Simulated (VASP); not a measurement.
# BN (zinc blende) (F-43m) in VASP: notebook

BN (zinc blende) is run at these levels: PBE; tasks: vibrations by perturbation theory.

Everything below comes from runs of VASP 6.6.1. Logs are shortened: lines on timing, memory, paths and dates and some standing lists are left out, and cuts for length are marked.

## Step 1: The cell of the first run

Symmetry: F-43m, No. 216, cubic system. Conventional cell: a = 3.566 Å, b = 3.566 Å, c = 3.566 Å, α = 90.00°, β = 90.00°, γ = 90.00°. B (site symmetry -43m) has 4 N at 1.54 Å within 2.1 Å. N (site symmetry -43m) has 4 B at 1.54 Å within 2.1 Å.

## Step 2: Vibrations by perturbation theory, PBE

INCAR

```
SYSTEM = BN
ALGO = Normal ; EDIFF = 1E-8
ENCUT = 600 ; GGA = PE
GGA_COMPAT = .False. ; IBRION = 8
ISIF = 2 ; ISMEAR = 0
LASPH = .True. ; LCHARG = .False.
LREAL = .False. ; LWAVE = .False.
NELM = 120 ; NSW = 1
PREC = Accurate ; SIGMA = 0.01
```

KPOINTS

```
k-points
0
Gamma
  10 10 10
  0 0 0
```

POSCAR

```
BN
1.0
    0.0000000000      1.7831699782      1.7831699782
    1.7831699782      0.0000000000      1.7831699782
    1.7831699782      1.7831699782      0.0000000000
B N
1 1
Direct
    0.0000000000      0.0000000000      0.0000000000
    0.2500000000      0.2500000000      0.2500000000
```

Potentials or basis: VASP PAW PBE potentials, release 64 (B, N).

Started as:

```
cat potpaw_PBE.64/B/POTCAR potpaw_PBE.64/N/POTCAR > POTCAR
mpirun -np 1 vasp_std > vasp.out
```

OUTCAR:

```text
SYSTEM = BN
   EDIFF = 1E-8
   ENCUT = 600
   GGA = PE
   IBRION = 8
   ISIF = 2
   ISMEAR = 0
   LASPH = .True.
   LREAL = .False.
   NELM = 120
   NSW = 1
   PREC = Accurate

 ion  position               nearest neighbor table
   1  0.000  0.000  0.000-   2 1.54   2 1.54   2 1.54   2 1.54
   2  0.250  0.250  0.250-   1 1.54   1 1.54   1 1.54   1 1.54

  LATTYP: Found a face centered cubic cell.
 ALAT       =     3.5663399564

  Lattice vectors:

 A1 = (   0.0000000000,   1.7831699782,   1.7831699782)
 A2 = (   1.7831699782,   0.0000000000,   1.7831699782)
 A3 = (   1.7831699782,   1.7831699782,   0.0000000000)

Analysis of symmetry for initial positions (statically):
=====================================================================
 Subroutine PRICEL returns:
 Original cell was already a primitive cell.

 Routine SETGRP: Setting up the symmetry group for a
 face centered cubic supercell.

 Subroutine GETGRP returns: Found 24 space group operations
 (whereof 24 operations were pure point group operations)
 out of a pool of 48 trial point group operations.

The static configuration has the point symmetry T_d .

Analysis of symmetry for dynamics (positions and initial velocities):
=====================================================================
 Subroutine PRICEL returns:
 Original cell was already a primitive cell.

 Routine SETGRP: Setting up the symmetry group for a
 face centered cubic supercell.

 Subroutine GETGRP returns: Found 24 space group operations
 (whereof 24 operations were pure point group operations)
 out of a pool of 48 trial point group operations.

The dynamic configuration has the point symmetry T_d .

 Subroutine INISYM returns: Found 24 space group operations
 (whereof 24 operations are pure point group operations),
 and found     1 'primitive' translations

----------------------------------------------------------------------------------------

                                     Primitive cell

  volume of cell :      11.3399

  direct lattice vectors                    reciprocal lattice vectors
     0.000000000  1.783169978  1.783169978    -0.280399517  0.280399517  0.280399517
     1.783169978  0.000000000  1.783169978     0.280399517 -0.280399517  0.280399517
     1.783169978  1.783169978  0.000000000     0.280399517  0.280399517 -0.280399517

  length of vectors
     2.521783167  2.521783167  2.521783167     0.485666209  0.485666209  0.485666209

  position of ions in fractional coordinates (direct lattice)
     0.000000000  0.000000000  0.000000000
     0.250000000  0.250000000  0.250000000

  ion indices of the primitive-cell ions
   primitive index   ion index
                 1           1
                 2           2

----------------------------------------------------------------------------------------

 KPOINTS: k-points

Automatic generation of k-mesh.
 Grid dimensions read from file:
 generate k-points for:   10   10   10

 Generating k-lattice:

  Cartesian coordinates                     Fractional coordinates (reciprocal lattice)
    -0.028039952  0.028039952  0.028039952     0.100000000  0.000000000  0.000000000
     0.028039952 -0.028039952  0.028039952     0.000000000  0.100000000  0.000000000
     0.028039952  0.028039952 -0.028039952     0.000000000  0.000000000  0.100000000

  Length of vectors
     0.048566621  0.048566621  0.048566621

  Shift w.r.t. Gamma in fractional coordinates (k-lattice)
[... 72 lines left out ...]
     AMIX_MAG =   1.60;   BMIX_MAG =  1.00
  volume/ion in A,a.u.               =       5.67        38.26
  Fermi-wavevector in a.u.,A,eV,Ry     =   1.457366  2.754023 28.897643  2.123917
  Thomas-Fermi vector in A             =   2.574176
   LORBIT       =      0    0 simple, 1 ext, 2 COOP (PROOUT), +10 PAW based schemes
   GGA     = PE    functional components
   LHFCALC =     F    Hartree Fock is set to
   AEXX    =    0.0000 exact exchange contribution
   IVDW    =     0    specifies the selected vdW correction
   LEPSILON=     F    determine dielectric tensor
   LRPA    =     F    only Hartree local field effects (RPA)
 non-spin polarized calculation
 Gauss-broadening in eV      SIGMA  =   0.01
  energy-cutoff  :      600.00
  volume of cell :       11.34
 maximum number of plane-waves:       388
   NGX =  9   NGY =  9   NGZ =  9

--------------------------------------- Ionic step        1  -------------------------------------------

 number of electron       7.9999998 magnetization

 Free energy of the ion-electron system (eV)
  ---------------------------------------------------
  ext. energy  EPLUGINS =         0.00000000
  ---------------------------------------------------
  free energy    TOTEN  =       -17.41907480 eV

  energy without entropy =      -17.41907480  energy(sigma->0) =      -17.41907480

 E-fermi :   7.9977     XC(G=0): -13.0241

 val. band max:        7.9122649476   @ k =   0.0000   0.0000   0.0000
 cond. band min:      12.4130181021   @ k =   0.5000   0.5000   0.0000
 fundamental gap:      4.5007531545
 Fermi energy:         7.9976828560

 k-point     1 :       0.0000    0.0000    0.0000
  band No.  band energies     occupation
      1     -12.7887      2.00000
      2       7.9123      2.00000
      3       7.9123      2.00000
      4       7.9123      2.00000
      5      16.9258      0.00000
      6      16.9258      0.00000
      7      16.9258      0.00000
      8      18.9316      0.00000
[... 243 lines left out ...]
 k-point    24 :       0.4000    0.3000    0.0000
  band No.  band energies     occupation
      1      -8.8699      2.00000
      2       0.9725      2.00000
      3       3.2201      2.00000
      4       3.6664      2.00000
      5      14.1257      0.00000
      6      18.8118      0.00000
      7      23.9277      0.00000
      8      23.9873      0.00000

 [... further k-points ...]
[... 5 lines left out ...]
  --------------------------------------------------------------------------------------
  -------------------------------------------------------------------------------------
  Total        1.4068386      1.4068386      1.4068386     -0.0000000     -0.0000000     -0.0000000
  in kB      198.7680793    198.7680793    198.7680793     -0.0000000     -0.0000000     -0.0000000
  external PRESSURE =     198.7680793 kB  Pullay stress =       0.0000000 kB

 VOLUME and BASIS-vectors are now :
 -----------------------------------------------------------------------------
  energy-cutoff  :      600.00
  volume of cell :       11.34
      direct lattice vectors                 reciprocal lattice vectors
     0.000000000  1.783169978  1.783169978    -0.280399517  0.280399517  0.280399517
     1.783169978  0.000000000  1.783169978     0.280399517 -0.280399517  0.280399517
     1.783169978  1.783169978  0.000000000     0.280399517  0.280399517 -0.280399517

 POSITION                                       TOTAL-FORCE (eV/Angst)
 -----------------------------------------------------------------------------------
      0.00000      0.00000      0.00000         0.000000      0.000000      0.000000
      0.89158      0.89158      0.89158        -0.000000     -0.000000     -0.000000
 -----------------------------------------------------------------------------------
    total drift:                                0.000000      0.000000      0.000000

  FREE ENERGIE OF THE ION-ELECTRON SYSTEM (eV)
  ---------------------------------------------------
  free  energy   TOTEN  =       -17.4190747987 eV

  energy  without entropy=      -17.4190747987  energy(sigma->0) =      -17.41907480

[... ionic steps 2 to 3 ...]

--------------------------------------- Ionic step        4  -------------------------------------------

------------------------ aborting loop because EDIFF is reached ----------------------------------------

[... ionic steps 5 to 6 ...]

--------------------------------------- Ionic step        7  -------------------------------------------

 Free energy of the ion-electron system (eV)
  ---------------------------------------------------
  ---------------------------------------------------
  free energy    TOTEN  =        -0.23151810 eV

  energy without entropy =       -0.23151810

------------------------ aborting loop because EDIFF is reached ----------------------------------------

 INTERNAL STRAIN TENSOR  FOR ION    2  DIRECTION 1   (eV/Angst):
 -----------------------------------------------------------------------------
    -0.02106  0.00000  0.00000
     0.00000  0.01185 -3.87733
     0.00000 -3.87733  0.01185

 INTERNAL STRAIN TENSOR FOR ION    2 for displacements in x,y,z  (eV/Angst):
          X           Y           Z          XY          YZ          ZX
  --------------------------------------------------------------------------------
  x     0.00000     0.00000     0.00000     0.00000    -3.87733     0.00000
  y     0.00000    -0.00000     0.00000     0.00000     0.00000    -3.87733
  z     0.00000     0.00000     0.00000    -3.87733     0.00000     0.00000

 SECOND DERIVATIVES (NOT SYMMETRIZED)
 ------------------------------------
               1X          1Y          1Z          2X          2Y          2Z
  1X   -26.758152    0.000000    0.000000   26.758152    0.000000    0.000000
  1Y     0.000000  -26.758152    0.000000    0.000000   26.758152    0.000000
  1Z     0.000000    0.000000  -26.758152    0.000000    0.000000   26.758152
  2X    26.752279    0.000000    0.000000  -26.752279    0.000000    0.000000
  2Y     0.000000   26.752279    0.000000    0.000000  -26.752279    0.000000
  2Z     0.000000    0.000000   26.752279    0.000000    0.000000  -26.752279

 Eigenvectors and eigenvalues of the dynamical matrix
 ----------------------------------------------------

   1 f  =   32.739832 THz   205.710429 2PiTHz 1092.083231 cm-1   135.401003 meV
             X         Y         Z           dx          dy          dz
      0.000000  0.000000  0.000000     0.000000    0.751224    0.000000
      0.891585  0.891585  0.891585     0.000000   -0.660047    0.000000
[... 21 lines left out ...]
   6 f/i=    0.001782 THz     0.011196 2PiTHz    0.059439 cm-1     0.007369 meV
             X         Y         Z           dx          dy          dz
      0.000000  0.000000  0.000000     0.000000    0.000000   -0.660047
      0.891585  0.891585  0.891585     0.000000    0.000000   -0.751224

--------------------------------------------------------------------------------------------------------

 ELASTIC MODULI CONTR FROM IONIC RELAXATION (kBar)
 Direction    XX          YY          ZZ          XY          YZ          ZX
 --------------------------------------------------------------------------------
 XX          -0.0000     -0.0000      0.0000     -0.0000     -0.0000     -0.0000
 YY          -0.0000     -0.0000      0.0000      0.0000     -0.0000     -0.0000
 ZZ           0.0000      0.0000     -0.0000     -0.0000      0.0000      0.0000
 XY          -0.0000      0.0000     -0.0000    -75.5445     -0.0000      0.0000
 YZ          -0.0000     -0.0000      0.0000     -0.0000    -75.5445     -0.0000
 ZX          -0.0000     -0.0000      0.0000      0.0000     -0.0000    -75.5445
 --------------------------------------------------------------------------------
```

Wall time 46 s (1 thread of Intel Xeon Platinum 8488C (Sapphire Rapids), shared host); peak memory 0.16 GiB.

Results:

```
Highest phonon frequency at Γ, LO-TO splitting left out : 1092 cm⁻¹
```

Phonon frequencies in cm⁻¹ (negative: imaginary):
```csv
q point,frequencies
"(0.000, 0.000, 0.000)",0 0 0 1092 1092 1092
```

Caveat: the cell wasn't relaxed at this level first, which shifts response properties.

## Step 3: Vibrations by perturbation theory, PBE

This run uses another cell than the first one, of 6.08 Å³/atom, 1.073 times its volume.

INCAR

```
ALGO = Normal
EDIFF = 1E-8
ENCUT = 600
GGA = PE
GGA_COMPAT = F
IBRION = 8
ISIF = 2
ISMEAR = 0
LASPH = T
LCHARG = T
LREAL = F
LWAVE = F
NBANDS = 11
NELM = 120
NSW = 1
PREC = Accurate
SIGMA = 0.01
```

KPOINTS

```
k-points
0
Gamma
  10 10 10
```

POSCAR

```
BN
1.0
    0.0000000000      1.8254981937      1.8254981937
    1.8254981937      0.0000000000      1.8254981937
    1.8254981937      1.8254981937      0.0000000000
B N
1 1
Direct
    0.0000000000      0.0000000000      0.0000000000
    0.2500000000      0.2500000000      0.2500000000
```

Potentials or basis: VASP PAW PBE potentials, release 64 (B, N).

Started as:

```
cat potpaw_PBE.64/B/POTCAR potpaw_PBE.64/N/POTCAR > POTCAR
mpirun -np 1 vasp_std > vasp.out
```

OUTCAR:

```text
EDIFF = 1E-8
   ENCUT = 600
   GGA = PE
   IBRION = 8
   ISIF = 2
   ISMEAR = 0
   LASPH = T
   LREAL = F
   NELM = 120
   NSW = 1
   PREC = Accurate

 ion  position               nearest neighbor table
   1  0.000  0.000  0.000-   2 1.58   2 1.58   2 1.58   2 1.58
   2  0.250  0.250  0.250-   1 1.58   1 1.58   1 1.58   1 1.58

  LATTYP: Found a face centered cubic cell.
 ALAT       =     3.6509963874

  Lattice vectors:

 A1 = (   0.0000000000,   1.8254981937,   1.8254981937)
 A2 = (   1.8254981937,   0.0000000000,   1.8254981937)
 A3 = (   1.8254981937,   1.8254981937,   0.0000000000)

Analysis of symmetry for initial positions (statically):
=====================================================================
 Subroutine PRICEL returns:
 Original cell was already a primitive cell.

 Routine SETGRP: Setting up the symmetry group for a
 face centered cubic supercell.

 Subroutine GETGRP returns: Found 24 space group operations
 (whereof 24 operations were pure point group operations)
[... 562 lines left out ...]

 INTERNAL STRAIN TENSOR  FOR ION    2  DIRECTION 1   (eV/Angst):
 -----------------------------------------------------------------------------
    -0.01935  0.00000  0.00000
     0.00000  0.01097 -0.40381
     0.00000 -0.40381  0.01097

 INTERNAL STRAIN TENSOR FOR ION    2 for displacements in x,y,z  (eV/Angst):
          X           Y           Z          XY          YZ          ZX
  --------------------------------------------------------------------------------
  x    -0.00000     0.00000     0.00000     0.00000    -0.40381     0.00000
  y    -0.00000     0.00000    -0.00000     0.00000     0.00000    -0.40381
  z     0.00000     0.00000    -0.00000    -0.40381     0.00000     0.00000

 SECOND DERIVATIVES (NOT SYMMETRIZED)
 ------------------------------------
               1X          1Y          1Z          2X          2Y          2Z
  1X   -22.540463    0.000000    0.000000   22.540463    0.000000    0.000000
  1Y     0.000000  -22.540463    0.000000    0.000000   22.540463    0.000000
  1Z     0.000000    0.000000  -22.540463    0.000000    0.000000   22.540463
  2X    22.544013    0.000000    0.000000  -22.544013    0.000000    0.000000
  2Y     0.000000   22.544013    0.000000    0.000000  -22.544013    0.000000
  2Z     0.000000    0.000000   22.544013    0.000000    0.000000  -22.544013

 Eigenvectors and eigenvalues of the dynamical matrix
 ----------------------------------------------------

   1 f  =   30.051453 THz   188.818845 2PiTHz 1002.408559 cm-1   124.282766 meV
             X         Y         Z           dx          dy          dz
      0.000000  0.000000  0.000000     0.000000    0.751162    0.000000
      0.912749  0.912749  0.912749     0.000000   -0.660118    0.000000
[... 21 lines left out ...]
   6 f/i=    0.001173 THz     0.007371 2PiTHz    0.039131 cm-1     0.004852 meV
             X         Y         Z           dx          dy          dz
      0.000000  0.000000  0.000000     0.000000    0.000000   -0.660118
      0.912749  0.912749  0.912749     0.000000    0.000000   -0.751162

--------------------------------------------------------------------------------------------------------

 ELASTIC MODULI CONTR FROM IONIC RELAXATION (kBar)
 Direction    XX          YY          ZZ          XY          YZ          ZX
 --------------------------------------------------------------------------------
 XX          -0.0000      0.0000      0.0000      0.0000     -0.0000     -0.0000
 YY           0.0000     -0.0000      0.0000      0.0000      0.0000      0.0000
 ZZ           0.0000      0.0000     -0.0000     -0.0000      0.0000     -0.0000
 XY           0.0000      0.0000     -0.0000     -0.5743      0.0000     -0.0000
 YZ          -0.0000      0.0000      0.0000      0.0000     -0.5743      0.0000
 ZX          -0.0000      0.0000     -0.0000     -0.0000      0.0000     -0.5743
 --------------------------------------------------------------------------------
```

OSZICAR:

```text
N       E                     dE             d eps       ncg     rms          rms(c)
DAV:   1     0.147844397092E+02    0.14784E+02   -0.55113E+03  1066   0.817E+02
DAV:   2    -0.177366166189E+02   -0.32521E+02   -0.31256E+02  1200   0.189E+02
DAV:   3    -0.183690144107E+02   -0.63240E+00   -0.63113E+00  1223   0.221E+01
DAV:   4    -0.183698380846E+02   -0.82367E-03   -0.82365E-03  1118   0.893E-01
[... 36 lines left out ...]
RMM:   7    -0.230036140896E+00    0.46003E-05    0.54628E-07  6394   0.732E-04    0.548E-05
RMM:   8    -0.230036257600E+00   -0.11670E-06    0.22094E-08  6508   0.506E-05    0.291E-05
RMM:   9    -0.230036153418E+00    0.10418E-06    0.22413E-09  6488   0.459E-05    0.334E-06
RMM:  10    -0.230036179826E+00   -0.26408E-07    0.14506E-08  6007   0.542E-06    0.853E-07
RMM:  11    -0.230036176320E+00    0.35059E-08    0.36378E-08  5587   0.414E-06    0.101E-07
 Linear response finished
```

stdout:

```text
POSCAR found type information on POSCAR B N
 POSCAR found :  2 types and       2 ions
 scaLAPACK will be used
 LDA part: xc-table for (Slater+PW92), standard interpolation
 POSCAR, INCAR and KPOINTS ok, starting setup
 FFT: planning ... GRIDC
 FFT: planning ... GRID_SOFT
 FFT: planning ... GRID
 WAVECAR not read
 entering main loop
 Linear response reoptimize wavefunctions to high precision
 Linear response DOF=           2
 Linear response progress:
 first order change of Fermi-energy   0.45524E+00
 force on displaced ion       1 direction 1 : -22.540  -0.000  -0.000
 Linear response progress:
 first order change of Fermi-energy  -0.45237E+00
 force on displaced ion       2 direction 1 : -22.544  -0.000  -0.000
 Linear response finished
```

It took 44 s on 1 thread of Intel Xeon Platinum 8488C (Sapphire Rapids), shared host; peak memory 0.19 GiB.

Results:

| Item | Value |
| --- | --- |
| Highest phonon frequency at Γ, LO-TO splitting left out | 1002 cm⁻¹ |

Phonon frequencies in cm⁻¹ (negative: imaginary):
| q point | frequencies |
| --- | --- |
| (0.000, 0.000, 0.000) | 0 0 0 1002 1002 1002 |

Caveat: the cell wasn't relaxed at this level first, which shifts response properties.
